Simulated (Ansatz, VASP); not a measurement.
MgO2 in VASP and in Ansatz

The input INCAR:

```
SYSTEM = MgO2
  PREC = Accurate
  ENCUT = 520
  EDIFF = 1E-6
  ISMEAR = 0
  SIGMA = 0.05
  LREAL = .FALSE.
  LASPH = .TRUE.
  NELM = 60
  ALGO = Normal
  ISIF = 2
  LWAVE = .FALSE.
  LCHARG = .TRUE.
  GGA = PS
  LELF = .TRUE.
  LVHAR = .TRUE.
  NBANDS = 14
```

Contents of KPOINTS:

```
regular mesh
0
G
  12 12 12
  0 0 0
```

Contents of POSCAR:

```
MgO2
1.0
    1.4763801347      0.8523884682      3.4939788749
   -1.4763801347      0.8523884682      3.4939788749
    0.0000000000     -1.7047769364      3.4939788749
Mg O
1 2
Direct
    0.0000000000      0.0000000000      0.0000000000
    0.4287860000      0.4287860000      0.4287860000
    0.5712140000      0.5712140000      0.5712140000
```

Input for Ansatz:

```yaml
crystal:
  lattice:
    - [1.4763801347, 0.8523884682, 3.4939788749]
    - [-1.4763801347, 0.8523884682, 3.4939788749]
    - [0.0, -1.7047769364, 3.4939788749]
  atoms:
    - { symbol: Mg, position: [0.0, 0.0, 0.0] }
    - { symbol: O, position: [0.428786, 0.428786, 0.428786] }
    - { symbol: O, position: [0.571214, 0.571214, 0.571214] }
basis:
  ecutwfc: 420
kpoints:
  mp_grid: { grid: [12, 12, 12] }
hamiltonian:
  xc: pbesol
scf:
  occupations: { method: gaussian, width: 0.05 }
output:
  forces: true
  stress: true
  eigenvalues: true
```

Change from the starting cell: strain -0.080 along x and y, +0.000 along z, atoms carried along.

Alike in both runs: task single point; functional PBEsol; k mesh 12 × 12 × 12; occupations gaussian, width 0.05 eV; no spin polarisation.

|  | VASP | Ansatz |
| --- | --- | --- |
| version | VASP 6.6.1 | Ansatz 0.2.0 |
| potentials or method | VASP PAW PBE potentials, release 64 (Mg, O), cutoff 520 eV | scalar-relativistic, plane waves, PAW |
| valence electrons in the cell | 14 | 22 |

```csv
,VASP,Ansatz,Ansatz less VASP
gap on the k mesh at the Fermi level (eV),1.86,1.89,+0.027
least direct gap on the mesh (eV),1.86,1.89,+0.027
pressure (GPa),18.4,18.2,-0.16
"traceless stress, the component that is largest in VASP (GPa)",-18.84,-19.78,-0.938
rms of the force components (eV/Å),0.691,0.763,+0.0721
```

VASP's potentials were made for PBE, not for PBEsol. Atom by atom the forces differ by 0.072 eV/Å (rms over components). VASP's potentials hold 14 valence electrons a cell and Ansatz's 22, so a difference there can come from the potentials and not from the codes.
